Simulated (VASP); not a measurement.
# C (P6_3/mmc) in VASP: further runs, part 2 of 2

VASP 6.6.1.

### 4 Phonons, PBE+D3(BJ)

This run uses another cell than the first one, of 7.79 Å³/atom.

File INCAR:

```
PREC     = Accurate       # precision mode
ENCUT    = 520            # plane-wave cutoff, eV
EDIFF    = 1E-8           # SCF threshold, eV
ISMEAR   = -1             # smearing method
SIGMA    = 0.15           # smearing width, eV
LREAL    = F              # projectors in reciprocal space
LASPH    = T              # aspherical terms in the spheres
NELM     = 60             # most SCF steps
ALGO     = Normal         # electronic algorithm
ISIF     = 2              # what is computed and relaxed
LWAVE    = F              # write WAVECAR
LCHARG   = F              # write CHGCAR
GGA      = PE             # functional
IVDW     = 12             # dispersion correction
NBANDS   = 16             # bands
IBRION   = 6              # ionic algorithm
NFREE    = 2            
POTIM    = 0.015          # step
NSW      = 1              # ionic steps
```

File KPOINTS:

```
regular mesh
0
Gamma
  18 18 8
```

File POSCAR:

```
C
1.0
    2.4514309919      0.0000000000      0.0000000000
   -1.2257154960      2.1230015146      0.0000000000
    0.0000000000      0.0000000000      5.9897860480
C
4
Direct
    0.0000000000      0.0000000000      0.0025000000
    0.0000000000      0.0000000000      0.5025000000
    0.3333333333      0.6666666667      0.0025000000
    0.6666666667      0.3333333333      0.5025000000
```

Potentials or basis: VASP PAW PBE potentials, release 64 (C).

The run is started by

```console
$ cat potpaw_PBE.64/C/POTCAR > POTCAR
$ mpirun -np 1 vasp_std > vasp.out
```

OUTCAR:

```text
PREC = Accurate
   ENCUT = 520
   EDIFF = 1E-8
   ISMEAR = -1
   LREAL = F
   LASPH = T
   NELM = 60
   ISIF = 2
   GGA = PE
   IVDW = 12
   IBRION = 6
   NFREE = 2
   POTIM = 0.015
   NSW = 1
 IVDW          = 12

 ion  position               nearest neighbor table
   1  0.000  0.000  0.002-   3 1.42   3 1.42   3 1.42
   2  0.000  0.000  0.502-   4 1.42   4 1.42   4 1.42
   3  0.333  0.667  0.002-   1 1.42   1 1.42   1 1.42
   4  0.667  0.333  0.502-   2 1.42   2 1.42   2 1.42

  LATTYP: Found a hexagonal cell.
 ALAT       =     2.4514309919
 C/A-ratio  =     2.4433835045

  Lattice vectors:

 A1 = (   2.4514309919,   0.0000000000,   0.0000000000)
 A2 = (  -1.2257154960,   2.1230015146,   0.0000000000)
 A3 = (   0.0000000000,   0.0000000000,   5.9897860480)

Analysis of symmetry for initial positions (statically):
=====================================================================
 Subroutine PRICEL returns:
 Original cell was already a primitive cell.

 Routine SETGRP: Setting up the symmetry group for a
 hexagonal supercell.

 Subroutine GETGRP returns: Found 24 space group operations
 (whereof  6 operations were pure point group operations)
 out of a pool of 24 trial point group operations.

The static configuration has the point symmetry C_3v.
 The point group associated with its full space group is D_6h.

Analysis of symmetry for dynamics (positions and initial velocities):
=====================================================================
 Subroutine PRICEL returns:
 Original cell was already a primitive cell.

 Routine SETGRP: Setting up the symmetry group for a
 hexagonal supercell.

 Subroutine GETGRP returns: Found 24 space group operations
[... 492 lines left out ...]
 number of electron      15.9999997 magnetization

 Free energy of the ion-electron system (eV)
  ---------------------------------------------------
  ext. energy  EPLUGINS =         0.00000000
  ---------------------------------------------------
  free energy    TOTEN  =       -36.67053293 eV

  energy without entropy =      -36.66470534  energy(sigma->0) =      -36.66761914

 E-fermi :   5.8414     XC(G=0): -11.1432

 val. band max:        5.8145674091   @ k =   0.3333   0.3333   0.5000
 cond. band min:       5.8414476266   @ k =   0.3333   0.3333   0.3750
 fundamental gap:      0.0268802175
 Fermi energy:         5.8414281203

 k-point     1 :       0.0000    0.0000    0.0000
  band No.  band energies     occupation
      1     -14.1201      2.00000
      2     -13.4413      2.00000
      3      -3.3544      2.00000
      4       0.0003      2.00000
      5       2.8397      2.00000
      6       2.8397      2.00000
[... 433 lines left out ...]
      3      -6.5932      2.00000
      4      -6.2046      2.00000
      5      -1.5008      2.00000
      6      -1.2995      2.00000
[... 8 lines left out ...]
     15      20.1625      0.00000
     16      20.5441      0.00000

 [... further k-points ...]

------------------------ aborting loop because EDIFF is reached ----------------------------------------

 Edisp (eV)   -0.71169

 E8    (eV) :    -0.2044
[... 27 lines left out ...]
  FREE ENERGIE OF THE ION-ELECTRON SYSTEM (eV)
  ---------------------------------------------------
  free  energy   TOTEN  =       -37.3822238290 eV

  energy  without entropy=      -37.3763962363  energy(sigma->0) =      -37.37931003

 INTERNAL STRAIN TENSORS FROM DISPLACED ATOMS
 ============================================

 INTERNAL STRAIN TENSOR FOR ION    1 for displacements in x,y,z  (eV/Angst):
          X           Y           Z          XY          YZ          ZX
  --------------------------------------------------------------------------------
  x     0.00000    -0.00000     0.00000   -12.66740     0.00000     0.00000
  y   -12.66740    12.66740     0.00000    -0.00000     0.00000     0.00000
  z     0.00000    -0.00000     0.00000    -0.00000     0.00000     0.00000

 INTERNAL STRAIN TENSOR FOR ION    4 for displacements in x,y,z  (eV/Angst):
          X           Y           Z          XY          YZ          ZX
  --------------------------------------------------------------------------------
  x     0.00000    -0.00000    -0.00000   -12.98941     0.00000     0.00000
  y   -12.98941    12.98941     0.00000    -0.00000     0.00000     0.00000
  z     0.00000    -0.00000     0.00000    -0.00000    -0.00000     0.00000

 Eigenvectors and eigenvalues of the dynamical matrix
 ----------------------------------------------------

   1 f  =   48.062151 THz   301.983403 2PiTHz 1603.180801 cm-1   198.768997 meV
             X         Y         Z           dx          dy          dz
      0.000000  0.000000  0.014974     0.386314   -0.317416   -0.000000
      0.000000  0.000000  3.009867     0.386314   -0.317416   -0.000000
     -0.000000  1.415334  0.014974    -0.386327    0.317427    0.000000
      1.225715  0.707667  3.009867    -0.386327    0.317427   -0.000000
[... 71 lines left out ...]
  12 f/i=    0.000798 THz     0.005013 2PiTHz    0.026615 cm-1     0.003300 meV
             X         Y         Z           dx          dy          dz
      0.000000  0.000000  0.014974    -0.450463    0.217005   -0.000000
      0.000000  0.000000  3.009867    -0.450463    0.217005   -0.000000
     -0.000000  1.415334  0.014974    -0.450448    0.216998   -0.000000
      1.225715  0.707667  3.009867    -0.450448    0.216998   -0.000000

 ELASTIC MODULI CONTR FROM IONIC RELAXATION (kBar)
 Direction    XX          YY          ZZ          XY          YZ          ZX
 --------------------------------------------------------------------------------
 XX        -325.8990    325.8990     -0.0000      0.0000     -0.0000      0.0000
 YY         325.8990   -325.8990      0.0000      0.0000      0.0000     -0.0000
 ZZ          -0.0000      0.0000     -0.0000     -0.0000     -0.0000     -0.0000
 XY           0.0000      0.0000     -0.0000   -325.8990      0.0000      0.0000
 YZ          -0.0000      0.0000     -0.0000      0.0000     -0.0000      0.0000
 ZX           0.0000     -0.0000     -0.0000      0.0000      0.0000     -0.0000
 --------------------------------------------------------------------------------
```

OSZICAR:

```text
N       E                     dE             d eps       ncg     rms          rms(c)
DAV:   1     0.264646829486E+02    0.26465E+02   -0.81282E+03  5920   0.949E+02
DAV:   2    -0.367764540438E+02   -0.63241E+02   -0.57968E+02  8336   0.185E+02
DAV:   3    -0.390305871609E+02   -0.22541E+01   -0.22468E+01  7664   0.315E+01
[... 92 lines left out ...]
DAV:   4    -0.366705315109E+02   -0.59016E-05   -0.12004E-04 10488   0.780E-02    0.132E-02
DAV:   5    -0.366705328303E+02   -0.13194E-05   -0.22437E-06 10744   0.116E-02    0.283E-03
DAV:   6    -0.366705329172E+02   -0.86912E-07   -0.26185E-07 10352   0.409E-03    0.680E-04
DAV:   7    -0.366705329277E+02   -0.10523E-07   -0.22933E-08 10744   0.110E-03    0.249E-04
DAV:   8    -0.366705329323E+02   -0.45293E-08   -0.48718E-09  7256   0.525E-04
   9 F= -.37382224E+02 E0= -.37379310E+02  d E =-.582759E-02
```

stdout:

```text
POSCAR found type information on POSCAR C
 POSCAR found :  1 types and       4 ions
 scaLAPACK will be used
 LDA part: xc-table for (Slater+PW92), standard interpolation
 POSCAR, INCAR and KPOINTS ok, starting setup
 FFT: planning ... GRIDC
 FFT: planning ... GRID_SOFT
 FFT: planning ... GRID
 WAVECAR not read
 entering main loop
 Found     4 degrees of freedom:
 Finite differences POTIM= 0.01500 DOF=   4
 bond charge predicted
 Finite differences progress:
 bond charge predicted
 Finite differences progress:
 bond charge predicted
 Finite differences progress:
 bond charge predicted
 Finite differences progress:
 bond charge predicted
 Finite differences progress:
 bond charge predicted
 Finite differences progress:
 bond charge predicted
 Finite differences progress:
 bond charge predicted
 Finite differences progress:
```

Wall time 17 min (1 thread of Intel Xeon 6975P-C (Granite Rapids), shared host); peak memory 0.6 GiB.

Results:

| Item | Value |
| --- | --- |
| Highest phonon frequency at Γ | 1603 cm⁻¹ |
| Dispersion energy per atom | -0.178 eV |

Phonon frequencies in cm⁻¹ (negative: imaginary):
| q point | frequencies |
| --- | --- |
| (0.000, 0.000, 0.000) | 0 0 0 67 67 236 854 869 1589 1589 1603 1603 |

Caveat: the cell stands under pressure or tension, which shifts response properties.
